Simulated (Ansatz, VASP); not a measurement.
# InAs: VASP beside Ansatz

```
In As
1.0
     3.55696    0.00000    0.00000
     0.00000    3.55696    0.00000
     0.00000    0.00000    3.55696
In As
1 1
Cartesian
  0.0000 0.0000 0.0000
  1.7785 1.7785 1.7785
```

Change from the starting cell: species swapped into the MgSn type (Pm-3m, No. 221).

Alike in both runs: functional PBE; k mesh 5 × 5 × 5; occupations gaussian, width 0.2 eV; no spin polarisation.

Ansatz relaxed the structure, and its values are those at the end. VASP's run is a single point on that final structure, the one shown.

|  | VASP | Ansatz |
| --- | --- | --- |
| version | VASP 6.6.1 | Ansatz 0.2.0 |
| potentials or method | VASP PAW PBE potentials, release 64 (In_d, As), cutoff 500 eV | scalar-relativistic, plane waves, PAW |
| valence electrons in the cell | 18 | 28 |

```csv
,VASP,Ansatz,Ansatz less VASP
gap on the k mesh at the Fermi level (eV),none,none,-
pressure (GPa),0.2,0.2,0.00
```

A gap of «none» marks a metal or a gap that the smearing closes. The functional is the same, so the differences come from potentials, cutoffs and numerics. VASP's potentials hold 18 valence electrons a cell and Ansatz's 28, so a difference there can come from the potentials and not from the codes.
